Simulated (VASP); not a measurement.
# TiSi (Cmmm) in VASP: further runs, part 2 of 2

VASP 6.6.1. Earlier steps stand in the parts before.

## (3) Single point, PBEsol

This run uses another cell than the first one, of the same volume but with other edges.

The input, INCAR:

```
PREC = Accurate ; ENCUT = 520
EDIFF = 1E-6 ; ISMEAR = 0
SIGMA = 0.15 ; LREAL = False
LASPH = True ; NELM = 60
ALGO = Normal ; ISIF = 2
LWAVE = False ; LCHARG = True
GGA = PS ; LELF = True
LVHAR = True ; NBANDS = 15
```

The input, KPOINTS:

```
Automatic mesh
0
Gamma
  24 24 18
```

The input, POSCAR:

```
TiSi
1.0
    1.6963771604     -1.9444511036      0.0000000000
    1.6963771604      1.9444511036      0.0000000000
    0.0000000000      0.0000000000      4.2828858775
Ti Si
1 1
Direct
    0.5000000000      0.5000000000      0.0000000000
    0.0000000000      0.0000000000      0.5000000000
```

Potentials or basis: VASP PAW PBE potentials, release 64 (Ti_sv, Si).

On the command line:

```
$ cat potpaw_PBE.64/Ti_sv/POTCAR potpaw_PBE.64/Si/POTCAR > POTCAR
$ mpirun -np 1 vasp_std > vasp.out
```

OUTCAR:

```text
PREC = Accurate
   ENCUT = 520
   EDIFF = 1E-6
   ISMEAR = 0
   LREAL = False
   LASPH = True
   NELM = 60
   ISIF = 2
   GGA = PS

 ion  position               nearest neighbor table
   1  0.500  0.500  0.000-   2 2.73   2 2.73   2 2.73   2 2.73   2 2.89   2 2.89   2 2.89   2 2.89

   2  0.000  0.000  0.500-   1 2.73   1 2.73   1 2.73   1 2.73   1 2.89   1 2.89   1 2.89   1 2.89

  LATTYP: Found a base centered orthorhombic cell.
 ALAT       =     3.3927543208
 B/A-ratio  =     1.1462374930
 C/A-ratio  =     1.2623625151

  Lattice vectors:

 A1 = (   1.6963771604,  -1.9444511036,   0.0000000000)
 A2 = (   1.6963771604,   1.9444511036,   0.0000000000)
 A3 = (   0.0000000000,   0.0000000000,   4.2828858775)

Analysis of symmetry for initial positions (statically):
=====================================================================
 Subroutine PRICEL returns:
 Original cell was already a primitive cell.

 Routine SETGRP: Setting up the symmetry group for a
 base centered orthorhombic supercell.

 Subroutine GETGRP returns: Found  8 space group operations
 (whereof  8 operations were pure point group operations)
 out of a pool of  8 trial point group operations.

The static configuration has the point symmetry D_2h.

Analysis of symmetry for dynamics (positions and initial velocities):
=====================================================================
 Subroutine PRICEL returns:
 Original cell was already a primitive cell.

 Routine SETGRP: Setting up the symmetry group for a
 base centered orthorhombic supercell.

 Subroutine GETGRP returns: Found  8 space group operations
 (whereof  8 operations were pure point group operations)
 out of a pool of  8 trial point group operations.

The dynamic configuration has the point symmetry D_2h.

 Subroutine INISYM returns: Found  8 space group operations
 (whereof  8 operations are pure point group operations),
 and found     1 'primitive' translations

----------------------------------------------------------------------------------------

                                     Primitive cell

  volume of cell :      28.2544

  direct lattice vectors                    reciprocal lattice vectors
     1.696377160 -1.944451104  0.000000000     0.294745775 -0.257141977  0.000000000
     1.696377160  1.944451104  0.000000000     0.294745775  0.257141977  0.000000000
     0.000000000  0.000000000  4.282885878     0.000000000  0.000000000  0.233487426

  length of vectors
     2.580423524  2.580423524  4.282885878     0.391148396  0.391148396  0.233487426

  position of ions in fractional coordinates (direct lattice)
     0.500000000  0.500000000  0.000000000
     0.000000000  0.000000000  0.500000000

  ion indices of the primitive-cell ions
   primitive index   ion index
                 1           1
                 2           2

----------------------------------------------------------------------------------------

 KPOINTS: Automatic mesh

Automatic generation of k-mesh.
 Grid dimensions read from file:
 generate k-points for:   24   24   18

 Generating k-lattice:

  Cartesian coordinates                     Fractional coordinates (reciprocal lattice)
     0.012281074 -0.010714249  0.000000000     0.041666667  0.000000000  0.000000000
     0.012281074  0.010714249  0.000000000     0.000000000  0.041666667  0.000000000
     0.000000000  0.000000000  0.012971524     0.000000000  0.000000000  0.055555556

  Length of vectors
     0.016297850  0.016297850  0.012971524

  Shift w.r.t. Gamma in fractional coordinates (k-lattice)
     0.000000000  0.000000000  0.000000000

 Subroutine IBZKPT returns following result:
 ===========================================

 Found   1570 irreducible k-points:

 Following reciprocal coordinates:
            Coordinates               Weight
  0.000000  0.000000  0.000000      1.000000
  0.041667  0.000000  0.000000      4.000000
  0.083333  0.000000  0.000000      4.000000
  0.125000  0.000000  0.000000      4.000000
  0.166667  0.000000  0.000000      4.000000
  0.208333  0.000000  0.000000      4.000000
[... 16 lines left out ...]
  0.416667  0.041667  0.000000      4.000000
  0.458333  0.041667  0.000000      4.000000
 [... further k-points ...]
   k-points           NKPTS =   1570   k-points in BZ     NKDIM =   1570   number of bands    NBANDS=     15
   number of dos      NEDOS =    301   number of ions     NIONS =      2
   total plane-waves  NPLWV =  12800
   dimension x,y,z NGX =    20 NGY =   20 NGZ =   32
   dimension x,y,z NGXF=    40 NGYF=   40 NGZF=   64
   ions per type =               1   1
   NGX,Y,Z   is equivalent  to a cutoff of  12.89, 12.89, 12.42 a.u.
   NGXF,Y,Z  is equivalent  to a cutoff of  25.77, 25.77, 24.84 a.u.
 SYSTEM =  unknown system
   PREC   = accura    normal or accurate (medium, high low for compatibility)
   ISTART =      0    job   : 0-new  1-cont  2-samecut
   ICHARG =      2    charge: 1-file 2-atom 10-const
   ISPIN  =      1    spin polarized calculation?
   LNONCOLLINEAR =      F non collinear calculations
   LSORBIT =      F    spin-orbit coupling
   LASPH  =      T    aspherical Exc in radial PAW
   ENCUT  =  520.0 eV  38.22 Ry    6.18 a.u.   4.80  4.80  7.96*2*pi/ulx,y,z
   NELM   =     60;   NELMIN=  2; NELMDL= -5     # of ELM steps
   EDIFF  = 0.1E-05   stopping-criterion for ELM
   LREAL  =      F    real-space projection
[... 7 lines left out ...]
   TEBEG  =    0.0;   TEEND  =   0.0 temperature during run
   PSTRESS=    0.0 pullay stress
   NELECT =      16.0000    total number of electrons
   NUPDOWN=      -1.0000    fix difference up-down
   EMIN   =  10.00;   EMAX   =-10.00  energy-range for DOS
   EFERMI =   0.00;   METHOD = LEGACY
   ISMEAR =     0;   SIGMA  =   0.15  broadening in eV -4-tet -1-fermi 0-gaus
   EFERMI_NEDOS =   21; number of points for ismear=-14 and -15
   IALGO  =     38    algorithm
   IMIX   =      4    mixing-type and parameters
     AMIX     =   0.40;   BMIX     =  1.00
     AMIX_MAG =   1.60;   BMIX_MAG =  1.00
  volume/ion in A,a.u.               =      14.13        95.34
  Fermi-wavevector in a.u.,A,eV,Ry     =   1.354418  2.559480 24.959197  1.834449
  Thomas-Fermi vector in A             =   2.481592
   LORBIT       =      0    0 simple, 1 ext, 2 COOP (PROOUT), +10 PAW based schemes
   GGA     = PS    functional components
   LHFCALC =     F    Hartree Fock is set to
   AEXX    =    0.0000 exact exchange contribution
   IVDW    =     0    specifies the selected vdW correction
   LEPSILON=     F    determine dielectric tensor
   LRPA    =     F    only Hartree local field effects (RPA)
 non-spin polarized calculation
 Gauss-broadening in eV      SIGMA  =   0.15
  energy-cutoff  :      520.00
  volume of cell :       28.25
 maximum number of plane-waves:       778
   NGX =  9   NGY =  9   NGZ = 15

 number of electron      16.0000007 magnetization

 Free energy of the ion-electron system (eV)
  ---------------------------------------------------
  ext. energy  EPLUGINS =         0.00000000
  ---------------------------------------------------
  free energy    TOTEN  =       -15.06425294 eV

  energy without entropy =      -15.05307097  energy(sigma->0) =      -15.05866196

 E-fermi :  10.5812     XC(G=0): -11.9870

 val. band max:       10.5796603760   @ k =  -0.4167   0.3750   0.0556
 cond. band min:      10.5817104964   @ k =   0.1667   0.1667   0.4444
 fundamental gap:      0.0020501205
 Fermi energy:        10.5812117680

 k-point     1 :       0.0000    0.0000    0.0000
  band No.  band energies     occupation
      1     -45.8322      2.00000
      2     -22.3641      2.00000
      3     -21.6469      2.00000
      4     -21.5088      2.00000
      5      -1.8893      2.00000
      6       6.9684      2.00000
      7       7.5036      2.00000
      8       9.3024      2.00000
      9      12.9437      0.00000
     10      13.4389      0.00000
     11      14.3664      0.00000
     12      14.8421      0.00000
     13      17.9373      0.00000
     14      18.7105      0.00000
     15      18.9997      0.00000
[... 397 lines left out ...]
 k-point    24 :       0.4583    0.0417    0.0000
  band No.  band energies     occupation
      1     -45.6688      2.00000
      2     -22.6224      2.00000
      3     -22.2157      2.00000
      4     -21.5189      2.00000
      5       2.7719      2.00000
      6       4.4293      2.00000
      7       6.9488      2.00000
      8       9.6196      2.00000
      9      12.7855      0.00000
     10      13.1584      0.00000
     11      14.4325      0.00000
     12      14.4613      0.00000
     13      15.1489      0.00000
     14      17.1857      0.00000
     15      19.9284      0.00000

 [... further k-points ...]
[... 5 lines left out ...]
  --------------------------------------------------------------------------------------
  -------------------------------------------------------------------------------------
  Total        1.3760392      1.4292440     -3.4001651     -0.0000000      0.0000000      0.0000000
  in kB       78.0288943     81.0458958   -192.8078190     -0.0000000      0.0000000      0.0000000
  external PRESSURE =     -11.2443430 kB  Pullay stress =       0.0000000 kB

 VOLUME and BASIS-vectors are now :
 -----------------------------------------------------------------------------
  energy-cutoff  :      520.00
  volume of cell :       28.25
      direct lattice vectors                 reciprocal lattice vectors
     1.696377160 -1.944451104  0.000000000     0.294745775 -0.257141977  0.000000000
     1.696377160  1.944451104  0.000000000     0.294745775  0.257141977  0.000000000
     0.000000000  0.000000000  4.282885878     0.000000000  0.000000000  0.233487426

 POSITION                                       TOTAL-FORCE (eV/Angst)
 -----------------------------------------------------------------------------------
      1.69638      0.00000      0.00000         0.000000      0.000000      0.000000
      0.00000      0.00000      2.14144         0.000000      0.000000      0.000000
 -----------------------------------------------------------------------------------
    total drift:                                0.000000     -0.000000     -0.000000

  FREE ENERGIE OF THE ION-ELECTRON SYSTEM (eV)
  ---------------------------------------------------
  free  energy   TOTEN  =       -15.0642529443 eV

  energy  without entropy=      -15.0530709705  energy(sigma->0) =      -15.05866196
```

OSZICAR:

```text
N       E                     dE             d eps       ncg     rms          rms(c)
DAV:   1     0.118438927861E+03    0.11844E+03   -0.80459E+03 47151   0.120E+03
DAV:   2    -0.594525808973E+01   -0.12438E+03   -0.11882E+03 50131   0.318E+02
DAV:   3    -0.157979701043E+02   -0.98527E+01   -0.95606E+01 81941   0.747E+01
DAV:   4    -0.162266638349E+02   -0.42869E+00   -0.42797E+00 51391   0.134E+01
DAV:   5    -0.162418239926E+02   -0.15160E-01   -0.15158E-01 66360   0.225E+00    0.116E+01
DAV:   6    -0.153192858444E+02    0.92254E+00   -0.32931E+00 56615   0.262E+01    0.422E+00
DAV:   7    -0.150875673227E+02    0.23172E+00   -0.41310E-01 55856   0.881E+00    0.313E+00
DAV:   8    -0.150644161865E+02    0.23151E-01   -0.15287E-01 55676   0.425E+00    0.587E-01
DAV:   9    -0.150637533065E+02    0.66288E-03   -0.16360E-02 54384   0.170E+00    0.343E-01
DAV:  10    -0.150643176230E+02   -0.56432E-03   -0.24533E-03 63047   0.506E-01    0.109E-01
DAV:  11    -0.150642548399E+02    0.62783E-04   -0.25865E-04 55934   0.133E-01    0.428E-02
DAV:  12    -0.150642535565E+02    0.12834E-05   -0.13761E-05 54788   0.379E-02    0.983E-03
DAV:  13    -0.150642529443E+02    0.61217E-06   -0.66946E-07 34529   0.118E-02
   1 F= -.15064253E+02 E0= -.15058662E+02  d E =-.111820E-01
```

Wall time 7 min (1 thread of Intel Xeon 8259CL, shared host); peak memory 0.67 GiB.

Results:

```
Free energy            : -15.0643 eV
Pressure               : -1.1 GPa
Band gap on the k mesh : zero (bands 8 and 9 overlap by 1.78 eV)
```

Stress tensor (GPa, compression positive):
```
  7.80   0.00   0.00
  0.00   8.10   0.00
  0.00   0.00 -19.28
```

Levels at points of the mesh, in eV from the Fermi level:
| k point | band 6 | band 7 | band 8 | band 9 | band 10 | band 11 |
| --- | --- | --- | --- | --- | --- | --- |
| (0.00, 0.00, 0.00) | -3.61 | -3.08 | -1.28 | 2.36 | 2.86 | 3.79 |
| (0.50, 0.00, 0.00) | -6.67 | -3.67 | -0.97 | 2.31 | 2.98 | 3.53 |
| (0.50, 0.50, 0.00) | -3.62 | -1.34 | -1.17 | -1.11 | -0.38 | 2.31 |
| (0.00, 0.00, 0.50) | -6.91 | -1.18 | -0.92 | 1.96 | 2.59 | 3.86 |
| (0.50, 0.00, 0.50) | -5.71 | -2.21 | -1.77 | 0.43 | 1.81 | 2.36 |
| (0.50, 0.50, 0.50) | -3.75 | -2.80 | -2.13 | 1.89 | 2.38 | 2.57 |

Caveat: the stress differs along the axes, from -19 to 8 GPa; the PAW data sets were made with another functional, which shifts forces and pressure a little.

## (4) Single point, PBEsol

This run uses another cell than the first one, of the same volume but with other edges.

The input, INCAR:

```
SYSTEM = TiSi
  ALGO = Normal
  EDIFF = 1E-7
  ENCUT = 520
  GGA = PS
  ISIF = 2
  ISMEAR = 0
  LASPH = .True.
  LCHARG = .True.
  LELF = .True.
  LREAL = .False.
  LVHAR = .True.
  LWAVE = .False.
  NBANDS = 15
  NELM = 80
  PREC = Accurate
  SIGMA = 0.15
```

The input, KPOINTS:

```
k-points
0
Gamma
  24 24 18
  0 0 0
```

The input, POSCAR:

```
TiSi
1.0
    1.8534756698     -2.1245233051      0.0000000000
    1.8534756698      2.1245233051      0.0000000000
    0.0000000000      0.0000000000      3.5876292524
Ti Si
1 1
Direct
    0.5000000000      0.5000000000      0.0000000000
    0.0000000000      0.0000000000      0.5000000000
```

On the command line:

```
$ cat potpaw_PBE.64/Ti_sv/POTCAR potpaw_PBE.64/Si/POTCAR > POTCAR
$ mpirun -np 1 vasp_std > vasp.out
```

Wall time 10 min (1 thread of Intel Xeon 8259CL, shared host); peak memory 0.68 GiB.

The run converged. Its results:

```
Free energy            : -15.2839 eV
Pressure               : 1.8 GPa
Band gap on the k mesh : zero (bands 8 and 9 overlap by 1.51 eV)
```

Stress tensor (GPa, compression positive):
```
-1.95  0.00  0.00
 0.00 -0.85  0.00
 0.00  0.00  8.31
```

Levels at points of the mesh, in eV from the Fermi level:
```csv
k point,band 4,band 5,band 6,band 7,band 8,band 9,band 10,band 11,band 12,band 13
"(0.00, 0.00, 0.00)",-32.42,-11.77,-2.32,-1.27,-0.81,1.65,2.31,2.83,4.76,5.40
"(0.50, 0.00, 0.00)",-32.43,-7.80,-6.45,-2.53,-0.82,1.34,2.35,4.33,5.22,6.13
"(0.50, 0.50, 0.00)",-32.74,-6.23,-3.79,-1.85,-1.43,-0.63,-0.27,3.36,3.62,4.12
"(0.00, 0.00, 0.50)",-32.42,-10.07,-6.53,-0.82,0.25,1.22,1.36,2.94,6.70,8.06
"(0.50, 0.00, 0.50)",-32.43,-7.99,-4.61,-2.77,-1.74,1.55,1.65,1.99,3.91,5.79
"(0.50, 0.50, 0.50)",-32.79,-4.96,-4.08,-3.78,-3.08,2.50,2.64,2.67,4.14,4.83
```

Caveat: the stress differs along the axes, from -2 to 8 GPa; the PAW data sets were made with another functional, which shifts forces and pressure a little.

## (5) Single point, PBEsol

This run uses another cell than the first one, of the same volume but with other edges.

The input, INCAR:

```
SYSTEM = TiSi
  PREC = Accurate
  ENCUT = 520
  EDIFF = 1E-6
  ISMEAR = 0
  SIGMA = 0.15
  LREAL = .FALSE.
  LASPH = .TRUE.
  NELM = 100
  ALGO = Normal
  ISIF = 2
  LWAVE = .FALSE.
  LCHARG = .FALSE.
  GGA = PS
  NBANDS = 15
```

The input, KPOINTS:

```
Automatic mesh
0
G
  24 24 18
  0 0 0
```

The input, POSCAR:

```
TiSi
1.0
    1.7462989930     -2.0016733798      0.0000000000
    1.7462989930      2.0016733798      0.0000000000
    0.0000000000      0.0000000000      4.0415143795
Ti Si
1 1
Direct
    0.5000000000      0.5000000000      0.0000000000
    0.0000000000      0.0000000000      0.5000000000
```

On the command line:

```
$ cat potpaw_PBE.64/Ti_sv/POTCAR potpaw_PBE.64/Si/POTCAR > POTCAR
$ mpirun -np 1 vasp_std > vasp.out
```

It took 3.3 min on 1 thread of Intel Xeon 6975P-C (Granite Rapids), shared host; peak memory 0.7 GiB.

The run converged. Its results:

| Property | Result |
| --- | --- |
| Free energy | -15.2648 eV |
| Pressure | -1.2 GPa |
| Band gap on the k mesh | zero (bands 8 and 9 overlap by 1.93 eV) |

Stress tensor (GPa, compression positive):
```
 3.13  0.00  0.00
 0.00  2.72  0.00
 0.00  0.00 -9.54
```

Levels at points of the mesh, in eV from the Fermi level:
| k point | band 5 | band 6 | band 7 | band 8 | band 9 | band 10 | band 11 | band 12 |
| --- | --- | --- | --- | --- | --- | --- | --- | --- |
| (0.00, 0.00, 0.00) | -12.22 | -2.83 | -2.81 | -1.23 | 2.05 | 2.61 | 3.49 | 5.35 |
| (0.50, 0.00, 0.00) | -7.53 | -6.60 | -3.43 | -0.90 | 2.03 | 2.72 | 4.24 | 4.33 |
| (0.50, 0.50, 0.00) | -5.29 | -3.67 | -1.41 | -1.22 | -1.22 | -0.45 | 2.56 | 3.05 |
| (0.00, 0.00, 0.50) | -11.16 | -6.78 | -1.06 | -0.29 | 1.39 | 2.18 | 3.53 | 7.30 |
| (0.50, 0.00, 0.50) | -8.03 | -5.38 | -2.41 | -1.78 | 0.84 | 2.11 | 2.41 | 2.64 |
| (0.50, 0.50, 0.50) | -4.86 | -3.84 | -3.19 | -2.53 | 1.99 | 2.40 | 3.07 | 3.35 |

Caveat: the stress differs along the axes, from -10 to 3 GPa; the PAW data sets were made with another functional, which shifts forces and pressure a little.

## (6) Summary

| cell | gap on the mesh (eV) | pressure (GPa) |
| --- | --- | --- |
| a = 2.895, b = 2.895, c = 3.403 Å, angles 90.0, 90.0, 97.8°, 2 atoms | none | 3.8 |
| a = 2.580, b = 2.580, c = 4.283 Å, angles 90.0, 90.0, 97.8°, 2 atoms | none | -1.1 |
| a = 2.819, b = 2.819, c = 3.588 Å, angles 90.0, 90.0, 97.8°, 2 atoms | none | 1.8 |
| a = 2.656, b = 2.656, c = 4.042 Å, angles 90.0, 90.0, 97.8°, 2 atoms | none | -1.2 |

Alike in all rows: task single point; level PBEsol; potentials or basis VASP PAW PBE potentials, release 64 (Ti_sv, Si); no spin polarisation; k mesh 24 × 24 × 18; cutoff (eV) 520; smearing gaussian 0.15 eV.

Caveats: the PAW data sets were made with another functional, which shifts forces and pressure a little; the stress differs along the axes, from -4 to 13 GPa (at least some runs); the stress differs along the axes, from -19 to 8 GPa (at least some runs); the stress differs along the axes, from -2 to 8 GPa (at least some runs); the stress differs along the axes, from -10 to 3 GPa (at least some runs).

Absolute energies hang on the potentials; compare differences alone.
